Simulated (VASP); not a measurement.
Write the native input for VASP 6.6.1 that does the following.

* Task: single point
* Functional: PBE
* Potentials or basis: VASP PAW PBE potentials, release 64 (Cs_sv, Br)
* Cutoff: 500 eV
* k mesh: 4 × 4 × 4
* Occupations: gaussian, width 0.01 eV
* Spin: no spin polarisation
* Dipole correction: no
* Further INCAR settings: ALGO = Normal; EDIFF = 1e-06; NBANDS = 15

The structure of CsBr lies in POSCAR:

```
CsBr
1.0
    4.3193779122      0.0000000000      0.0000000000
    0.0000000000      4.3193779122      0.0000000000
    0.0000000000      0.0000000000      4.3193779122
Cs Br
1 1
Direct
    0.0000000000      0.0000000000      0.0000000000
    0.5000000000      0.5000000000      0.5000000000
```

These files were run (other wordings do the same):

INCAR

```
SYSTEM = CsBr
ALGO     = Normal         ! electronic algorithm
EDIFF    = 1E-6           ! SCF threshold, eV
ENCUT    = 500            ! plane-wave cutoff, eV
GGA      = PE             ! functional
GGA_COMPAT= .False.      
ISIF     = 2              ! what is computed and relaxed
ISMEAR   = 0              ! smearing method
LASPH    = .True.         ! aspherical terms in the spheres
LCHARG   = .False.        ! write CHGCAR
LREAL    = .False.        ! projectors in reciprocal space
LWAVE    = .False.        ! write WAVECAR
NBANDS   = 15             ! bands
NELM     = 120            ! most SCF steps
PREC     = Accurate       ! precision mode
SIGMA    = 0.01           ! smearing width, eV
```

KPOINTS

```
k-points
0
Gamma
  4 4 4
  0 0 0
```

Potentials or basis: VASP PAW PBE potentials, release 64 (Cs_sv, Br).

Launch:

```bash
$ cat potpaw_PBE.64/Cs_sv/POTCAR potpaw_PBE.64/Br/POTCAR > POTCAR
$ mpirun -np 1 vasp_std > vasp.out
```

It gave:

- Pressure: 0.7 GPa
- Band gap on the k mesh: 4.42 eV, indirect (least direct gap 4.43 eV)

Caveat: spin-orbit coupling is left out, which moves the levels of the heavy elements.

Run time: 4.2 s on 1 thread of Intel(R) Xeon(R) 6975P-C (Granite Rapids) (shared host), peak memory 0.17 GiB.
